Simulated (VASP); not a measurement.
# AlN (P6_3/mmc) in VASP: notebook

The runs below take AlN through single point, with PBE.

Everything below comes from runs of VASP 6.6.1. Logs are shortened: lines on timing, memory, paths and dates and some standing lists are left out, and cuts for length are marked.

**1. The cell of the first run**

The structure is hexagonal, space group P6_3/mmc (No. 194). Conventional cell: a = 3.357 Å, b = 3.357 Å, c = 3.916 Å, α = 90.00°, β = 90.00°, γ = 120.00°. Within 2.6 Å of Al (site symmetry -6m2) lie 5 N at 1.94 to 1.96 Å. N (site symmetry -6m2) has 5 Al at 1.94 to 1.96 Å within 2.6 Å.

**2. Single point, PBE (volume 9.556 Å^3 an atom, c/a of the conventional cell 1.1664)**

File INCAR:

```
SYSTEM = AlN
  PREC = Accurate
  ENCUT = 520
  EDIFF = 1E-7
  ISMEAR = 0
  SIGMA = 0.05
  LREAL = .FALSE.
  LASPH = .TRUE.
  NELM = 80
  ALGO = Normal
  ISIF = 2
  LWAVE = .FALSE.
  LCHARG = .FALSE.
  GGA = PE
  NBANDS = 16
```

File KPOINTS:

```
regular mesh
0
G
  9 9 6
  0 0 0
```

File POSCAR:

```
AlN
1.0
    3.3572678887      0.0000000000      0.0000000000
   -1.6786339444      2.9074792789      0.0000000000
    0.0000000000      0.0000000000      3.9159172654
Al N
2 2
Direct
    0.3333333333      0.6666666667      0.7500000000
    0.6666666667      0.3333333333      0.2500000000
    0.3333333333      0.6666666667      0.2500000000
    0.6666666667      0.3333333333      0.7500000000
```

Potentials or basis: VASP PAW PBE potentials, release 64 (Al, N).

Launch:

```bash
cat potpaw_PBE.64/Al/POTCAR potpaw_PBE.64/N/POTCAR > POTCAR
mpirun -np 1 vasp_std > vasp.out
```

OUTCAR:

```text
SYSTEM = AlN
   PREC = Accurate
   ENCUT = 520
   EDIFF = 1E-7
   ISMEAR = 0
   LREAL = .FALSE.
   LASPH = .TRUE.
   NELM = 80
   ISIF = 2
   GGA = PE

 ion  position               nearest neighbor table
   1  0.333  0.667  0.750-   4 1.94   4 1.94   4 1.94   3 1.96   3 1.96   2 2.76   2 2.76   2 2.76
                             2 2.76   2 2.76   2 2.76
   2  0.667  0.333  0.250-   3 1.94   3 1.94   3 1.94   4 1.96   4 1.96   1 2.76   1 2.76   1 2.76
                             1 2.76   1 2.76   1 2.76
   3  0.333  0.667  0.250-   2 1.94   2 1.94   2 1.94   1 1.96   1 1.96
   4  0.667  0.333  0.750-   1 1.94   1 1.94   1 1.94   2 1.96   2 1.96

  LATTYP: Found a hexagonal cell.
 ALAT       =     3.3572678887
 C/A-ratio  =     1.1664000000

  Lattice vectors:

 A1 = (   3.3572678887,   0.0000000000,   0.0000000000)
 A2 = (  -1.6786339444,   2.9074792789,   0.0000000000)
 A3 = (   0.0000000000,   0.0000000000,   3.9159172654)

Analysis of symmetry for initial positions (statically):
[... 10 lines left out ...]

The static configuration has the point symmetry D_3d.
 The point group associated with its full space group is D_6h.

Analysis of symmetry for dynamics (positions and initial velocities):
[... 10 lines left out ...]

The dynamic configuration has the point symmetry D_3d.
 The point group associated with its full space group is D_6h.

 Subroutine INISYM returns: Found 24 space group operations
[... 5 lines left out ...]
                                     Primitive cell

  volume of cell :      38.2240

  direct lattice vectors                    reciprocal lattice vectors
     3.357267889  0.000000000  0.000000000     0.297861247  0.171970271  0.000000000
    -1.678633944  2.907479279  0.000000000     0.000000000  0.343940542  0.000000000
     0.000000000  0.000000000  3.915917265     0.000000000  0.000000000  0.255368010

  length of vectors
     3.357267889  3.357267889  3.915917265     0.343940542  0.343940542  0.255368010

  position of ions in fractional coordinates (direct lattice)
     0.333333333  0.666666667  0.750000000
     0.666666667  0.333333333  0.250000000
     0.333333333  0.666666667  0.250000000
     0.666666667  0.333333333  0.750000000

  ion indices of the primitive-cell ions
   primitive index   ion index
                 1           1
                 2           2
                 3           3
                 4           4

----------------------------------------------------------------------------------------

 KPOINTS: regular mesh

Automatic generation of k-mesh.
 Grid dimensions read from file:
 generate k-points for:    9    9    6

 Generating k-lattice:

  Cartesian coordinates                     Fractional coordinates (reciprocal lattice)
     0.033095694  0.019107808  0.000000000     0.111111111  0.000000000  0.000000000
     0.000000000  0.038215616  0.000000000     0.000000000  0.111111111  0.000000000
     0.000000000  0.000000000  0.042561335     0.000000000  0.000000000  0.166666667

  Length of vectors
     0.038215616  0.038215616  0.042561335

  Shift w.r.t. Gamma in fractional coordinates (k-lattice)
     0.000000000  0.000000000  0.000000000

 Subroutine IBZKPT returns following result:
 ===========================================

 Found     48 irreducible k-points:

 Following reciprocal coordinates:
            Coordinates               Weight
  0.000000  0.000000  0.000000      1.000000
  0.111111 -0.000000  0.000000      6.000000
  0.222222  0.000000  0.000000      6.000000
  0.333333  0.000000  0.000000      6.000000
  0.444444  0.000000  0.000000      6.000000
  0.111111  0.111111  0.000000      6.000000
[... 16 lines left out ...]
  0.333333  0.222222  0.166667     24.000000
  0.333333  0.333333  0.166667      4.000000
 [... further k-points ...]
   k-points           NKPTS =     48   k-points in BZ     NKDIM =     48   number of bands    NBANDS=     16
   number of dos      NEDOS =    301   number of ions     NIONS =      4
   total plane-waves  NPLWV =  23520
   dimension x,y,z NGX =    28 NGY =   28 NGZ =   30
   dimension x,y,z NGXF=    56 NGYF=   56 NGZF=   60
   ions per type =               2   2
   NGX,Y,Z   is equivalent  to a cutoff of  13.87, 13.87, 12.74 a.u.
   NGXF,Y,Z  is equivalent  to a cutoff of  27.73, 27.73, 25.47 a.u.
 SYSTEM =  AlN
   PREC   = accura    normal or accurate (medium, high low for compatibility)
   ISTART =      0    job   : 0-new  1-cont  2-samecut
   ICHARG =      2    charge: 1-file 2-atom 10-const
   ISPIN  =      1    spin polarized calculation?
   LNONCOLLINEAR =      F non collinear calculations
   LSORBIT =      F    spin-orbit coupling
   LASPH  =      T    aspherical Exc in radial PAW
   ENCUT  =  520.0 eV  38.22 Ry    6.18 a.u.   6.24  6.24  7.28*2*pi/ulx,y,z
   NELM   =     80;   NELMIN=  2; NELMDL= -5     # of ELM steps
   EDIFF  = 0.1E-06   stopping-criterion for ELM
   LREAL  =      F    real-space projection
   EDIFFG = 0.1E-05   stopping-criterion for IOM
   NSW    =      0    number of steps for IOM
   IBRION =     -1    ionic relax: 0-MD 1-quasi-New 2-CG
   NFREE  =      0    steps in history (QN), initial steepest desc. (CG)
   ISIF   =      2    stress and relaxation
   ISYM   =      2    0-nonsym 1-usesym 2-fastsym
   POTIM  = 0.5000    time-step for ionic-motion
   TEBEG  =    0.0;   TEEND  =   0.0 temperature during run
   PSTRESS=    0.0 pullay stress
   NELECT =      16.0000    total number of electrons
   NUPDOWN=      -1.0000    fix difference up-down
   EMIN   =  10.00;   EMAX   =-10.00  energy-range for DOS
   EFERMI =   0.00;   METHOD = LEGACY
   ISMEAR =     0;   SIGMA  =   0.05  broadening in eV -4-tet -1-fermi 0-gaus
   EFERMI_NEDOS =   21; number of points for ismear=-14 and -15
   IALGO  =     38    algorithm
   IMIX   =      4    mixing-type and parameters
     AMIX     =   0.40;   BMIX     =  1.00
     AMIX_MAG =   1.60;   BMIX_MAG =  1.00
  volume/ion in A,a.u.               =       9.56        64.49
  Fermi-wavevector in a.u.,A,eV,Ry     =   1.224624  2.314204 20.404712  1.499704
  Thomas-Fermi vector in A             =   2.359692
   LORBIT       =      0    0 simple, 1 ext, 2 COOP (PROOUT), +10 PAW based schemes
   GGA     = PE    functional components
   LHFCALC =     F    Hartree Fock is set to
   AEXX    =    0.0000 exact exchange contribution
   IVDW    =     0    specifies the selected vdW correction
   LEPSILON=     F    determine dielectric tensor
   LRPA    =     F    only Hartree local field effects (RPA)
 non-spin polarized calculation
 Gauss-broadening in eV      SIGMA  =   0.05
  energy-cutoff  :      520.00
  volume of cell :       38.22
 maximum number of plane-waves:      1044
 NGX is ok and might be reduce to    28
   NGX = 13   NGY = 13   NGZ = 15

 number of electron      15.9999999 magnetization

 Free energy of the ion-electron system (eV)
  ---------------------------------------------------
  ext. energy  EPLUGINS =         0.00000000
  ---------------------------------------------------
  free energy    TOTEN  =       -29.17004991 eV

  energy without entropy =      -29.17004991  energy(sigma->0) =      -29.17004991

 E-fermi :   8.2303     XC(G=0): -11.3192

 val. band max:        8.0049170821   @ k =   0.0000   0.0000   0.0000
 cond. band min:      11.7773788457   @ k =   0.0000   0.0000   0.0000
 fundamental gap:      3.7724617636
 Fermi energy:         8.2302798754

 k-point     1 :       0.0000    0.0000    0.0000
  band No.  band energies     occupation
      1      -8.7715      2.00000
      2      -4.5526      2.00000
      3       1.4533      2.00000
      4       4.7130      2.00000
      5       4.7130      2.00000
      6       6.8347      2.00000
[... 8 lines left out ...]
     15      20.1157      0.00000
     16      20.1157      0.00000

 k-point     2 :       0.1111   -0.0000    0.0000
  band No.  band energies     occupation
      1      -8.6342      2.00000
      2      -4.5897      2.00000
      3       1.5939      2.00000
      4       4.2931      2.00000
      5       4.5066      2.00000
      6       6.3855      2.00000
[... 8 lines left out ...]
     15      19.7266      0.00000
     16      20.3786      0.00000

 k-point     3 :       0.2222    0.0000    0.0000
  band No.  band energies     occupation
      1      -8.2391      2.00000
      2      -4.7393      2.00000
      3       2.0029      2.00000
      4       3.3684      2.00000
      5       4.0871      2.00000
      6       5.6024      2.00000
[... 8 lines left out ...]
     15      19.1508      0.00000
     16      21.2599      0.00000

 k-point     4 :       0.3333    0.0000    0.0000
  band No.  band energies     occupation
      1      -7.6487      2.00000
      2      -5.0740      2.00000
      3       2.5142      2.00000
      4       2.6293      2.00000
      5       3.7094      2.00000
      6       4.9709      2.00000
[... 8 lines left out ...]
     15      19.3796      0.00000
     16      22.3231      0.00000

 k-point     5 :       0.4444    0.0000    0.0000
  band No.  band energies     occupation
      1      -7.0508      2.00000
      2      -5.5256      2.00000
      3       2.0521      2.00000
      4       3.2855      2.00000
      5       3.4974      2.00000
      6       4.6293      2.00000
[... 8 lines left out ...]
     15      21.1056      0.00000
     16      22.9021      0.00000

 k-point     6 :       0.1111    0.1111    0.0000
  band No.  band energies     occupation
      1      -8.3675      2.00000
      2      -4.6827      2.00000
      3       1.8691      2.00000
      4       3.8489      2.00000
      5       3.9040      2.00000
      6       5.9635      2.00000
[... 8 lines left out ...]
     15      19.6198      0.00000
     16      21.0390      0.00000
[... 267 lines left out ...]
 k-point    21 :       0.4444    0.1111    0.1667
  band No.  band energies     occupation
      1      -6.7147      2.00000
      2      -5.6733      2.00000
      3       1.4231      2.00000
      4       3.0946      2.00000
      5       3.1528      2.00000
      6       4.7333      2.00000
[... 8 lines left out ...]
     15      20.7798      0.00000
     16      22.6362      0.00000

 k-point    22 :       0.2222    0.2222    0.1667
  band No.  band energies     occupation
      1      -7.1649      2.00000
      2      -5.3544      2.00000
      3       1.9207      2.00000
      4       2.2595      2.00000
      5       4.0136      2.00000
      6       4.7447      2.00000
[... 8 lines left out ...]
     15      20.5629      0.00000
     16      22.3141      0.00000

 k-point    23 :       0.3333    0.2222    0.1667
  band No.  band energies     occupation
      1      -6.6067      2.00000
      2      -5.7140      2.00000
      3       1.6435      2.00000
      4       2.3969      2.00000
      5       3.2566      2.00000
      6       5.2145      2.00000
[... 8 lines left out ...]
     15      20.6048      0.00000
     16      22.0196      0.00000

 k-point    24 :       0.3333    0.3333    0.1667
  band No.  band energies     occupation
      1      -6.1209      2.00000
      2      -6.1209      2.00000
      3       1.5680      2.00000
      4       2.7017      2.00000
      5       2.7017      2.00000
      6       5.7942      2.00000
[... 8 lines left out ...]
     15      20.1171      0.00000
     16      22.2246      0.00000

 [... further k-points ...]
[... 5 lines left out ...]
  --------------------------------------------------------------------------------------
  -------------------------------------------------------------------------------------
  Total        0.6695474      0.6695474      5.2143994     -0.0000000     -0.0000000      0.0000000
  in kB       28.0644004     28.0644004    218.5640584     -0.0000000     -0.0000000      0.0000000
  external PRESSURE =      91.5642864 kB  Pullay stress =       0.0000000 kB

 VOLUME and BASIS-vectors are now :
 -----------------------------------------------------------------------------
  energy-cutoff  :      520.00
  volume of cell :       38.22
      direct lattice vectors                 reciprocal lattice vectors
     3.357267889  0.000000000  0.000000000     0.297861247  0.171970271  0.000000000
    -1.678633944  2.907479279  0.000000000     0.000000000  0.343940542  0.000000000
     0.000000000  0.000000000  3.915917265     0.000000000  0.000000000  0.255368010

 POSITION                                       TOTAL-FORCE (eV/Angst)
 -----------------------------------------------------------------------------------
     -0.00000      1.93832      2.93694        -0.000000     -0.000000      0.000000
      1.67863      0.96916      0.97898         0.000000      0.000000      0.000000
     -0.00000      1.93832      0.97898         0.000000     -0.000000      0.000000
      1.67863      0.96916      2.93694        -0.000000      0.000000      0.000000
 -----------------------------------------------------------------------------------
    total drift:                               -0.000000      0.000000     -0.000000

  FREE ENERGIE OF THE ION-ELECTRON SYSTEM (eV)
  ---------------------------------------------------
  free  energy   TOTEN  =       -29.1700499059 eV

  energy  without entropy=      -29.1700499059  energy(sigma->0) =      -29.17004991
```

It took 27 s on 1 thread of Intel Xeon Platinum 8488C (Sapphire Rapids), shared host; peak memory 0.16 GiB.

Results:

| Quantity | Value |
| --- | --- |
| Free energy | -29.1700 eV |
| Pressure | 9.2 GPa |
| Band gap on the k mesh | 3.77 eV, direct |

 A k mesh can miss the band edges.

**3. Single point, PBE (volume 9.556 Å^3 an atom, c/a of the conventional cell 1.2305)**

File INCAR:

```
SYSTEM = AlN
PREC     = Accurate       ! precision mode
ENCUT    = 520            ! plane-wave cutoff, eV
EDIFF    = 1E-6           ! SCF threshold, eV
ISMEAR   = 0              ! smearing method
SIGMA    = 0.05           ! smearing width, eV
LREAL    = .False.        ! projectors in reciprocal space
LASPH    = .True.         ! aspherical terms in the spheres
NELM     = 100            ! most SCF steps
ALGO     = Normal         ! electronic algorithm
ISIF     = 2              ! what is computed and relaxed
LWAVE    = .False.        ! write WAVECAR
LCHARG   = .False.        ! write CHGCAR
GGA      = PE             ! functional
NBANDS   = 16             ! bands
```

File KPOINTS:

```
regular mesh
0
Gamma
  9 9 6
  0 0 0
```

File POSCAR:

```
AlN
1.0
    3.2979289438      0.0000000000      0.0000000000
   -1.6489644719      2.8560902452      0.0000000000
    0.0000000000      0.0000000000      4.0581015653
Al N
2 2
Direct
    0.3333333333      0.6666666667      0.7500000000
    0.6666666667      0.3333333333      0.2500000000
    0.3333333333      0.6666666667      0.2500000000
    0.6666666667      0.3333333333      0.7500000000
```

Potentials or basis: VASP PAW PBE potentials, release 64 (Al, N).

Launch:

```bash
cat potpaw_PBE.64/Al/POTCAR potpaw_PBE.64/N/POTCAR > POTCAR
mpirun -np 1 vasp_std > vasp.out
```

Run time: 35 s. Hardware: 1 thread of Intel Xeon Platinum 8488C (Sapphire Rapids), shared host; peak memory 0.16 GiB.

Results (log left out):

| Property | Result |
| --- | --- |
| Free energy | -29.2696 eV |
| Pressure | 8.4 GPa |
| Band gap on the k mesh | 3.64 eV, direct |

Stress tensor (GPa, compression positive):
```
 6.87  0.00  0.00
 0.00  6.87  0.00
 0.00  0.00 11.60
```

Levels at points of the mesh, in eV from the valence-band top:
```csv
k point,band 4,band 5,band 6,band 7,band 8,band 9,band 10,band 11,band 12,band 13
"(0.00, 0.00, 0.00)",-3.36,-3.36,-1.52,-1.52,0.00,3.64,4.74,8.42,8.42,11.70
"(0.00, 0.00, 0.50)",-3.70,-2.49,-2.49,-2.49,-2.49,5.99,5.99,8.54,8.54,8.54
```

**4. Single point, PBE (volume 9.556 Å^3 an atom, c/a of the conventional cell 1.3693)**

File INCAR:

```
  ALGO = Normal
  EDIFF = 1E-6
  ENCUT = 520
  GGA = PE
  ISIF = 2
  ISMEAR = 0
  LASPH = T
  LCHARG = F
  LREAL = F
  LWAVE = F
  NBANDS = 16
  NELM = 80
  PREC = Accurate
  SIGMA = 0.05
```

File KPOINTS:

```
k-points
0
Gamma
  9 9 6
```

File POSCAR:

```
AlN
1.0
    3.1825040440      0.0000000000      0.0000000000
   -1.5912520220      2.7561293497      0.0000000000
    0.0000000000      0.0000000000      4.3578027875
Al N
2 2
Direct
    0.3333333333      0.6666666667      0.7500000000
    0.6666666667      0.3333333333      0.2500000000
    0.3333333333      0.6666666667      0.2500000000
    0.6666666667      0.3333333333      0.7500000000
```

Potentials or basis: VASP PAW PBE potentials, release 64 (Al, N).

Launch:

```bash
cat potpaw_PBE.64/Al/POTCAR potpaw_PBE.64/N/POTCAR > POTCAR
mpirun -np 1 vasp_std > vasp.out
```

OUTCAR:

```text
EDIFF = 1E-6
   ENCUT = 520
   GGA = PE
   ISIF = 2
   ISMEAR = 0
   LASPH = T
   LREAL = F
   NELM = 80
   PREC = Accurate

 ion  position               nearest neighbor table
   1  0.333  0.667  0.750-   4 1.84   4 1.84   4 1.84   3 2.18   3 2.18   2 2.85   2 2.85   2 2.85
                             2 2.85   2 2.85   2 2.85
   2  0.667  0.333  0.250-   3 1.84   3 1.84   3 1.84   4 2.18   4 2.18   1 2.85   1 2.85   1 2.85
                             1 2.85   1 2.85   1 2.85
[... 645 lines left out ...]
      6       4.7601      2.00000
[... 8 lines left out ...]
     15      19.8551      0.00000
     16      21.9982      0.00000

 [... further k-points ...]
[... 5 lines left out ...]
  --------------------------------------------------------------------------------------
  -------------------------------------------------------------------------------------
  Total        4.8758689      4.8758689      0.1772354      0.0000000      0.0000000      0.0000000
  in kB      204.3743891    204.3743891      7.4289072      0.0000000      0.0000000      0.0000000
  external PRESSURE =     138.7258951 kB  Pullay stress =       0.0000000 kB

 VOLUME and BASIS-vectors are now :
 -----------------------------------------------------------------------------
  energy-cutoff  :      520.00
  volume of cell :       38.22
      direct lattice vectors                 reciprocal lattice vectors
     3.182504044  0.000000000  0.000000000     0.314217982  0.181413837  0.000000000
    -1.591252022  2.756129350  0.000000000     0.000000000  0.362827674  0.000000000
     0.000000000  0.000000000  4.357802787     0.000000000  0.000000000  0.229473441

 POSITION                                       TOTAL-FORCE (eV/Angst)
 -----------------------------------------------------------------------------------
     -0.00000      1.83742      3.26835        -0.000000      0.000000      0.000000
      1.59125      0.91871      1.08945         0.000000     -0.000000      0.000000
     -0.00000      1.83742      1.08945        -0.000000     -0.000000      0.000000
      1.59125      0.91871      3.26835        -0.000000      0.000000      0.000000
 -----------------------------------------------------------------------------------
    total drift:                               -0.000000      0.000000      0.000000

  FREE ENERGIE OF THE ION-ELECTRON SYSTEM (eV)
  ---------------------------------------------------
  free  energy   TOTEN  =       -29.1385487479 eV

  energy  without entropy=      -29.1385487479  energy(sigma->0) =      -29.13854875
```

Run time: 19 s. Hardware: 1 thread of Intel Xeon Platinum 8488C (Sapphire Rapids), shared host; peak memory 0.15 GiB.

Results:

```yaml
Free_energy: -29.1385 eV
Pressure: 13.9 GPa
Band_gap_on_the_k_mesh: 3.42 eV, direct
```

[end of part 1 of 2]
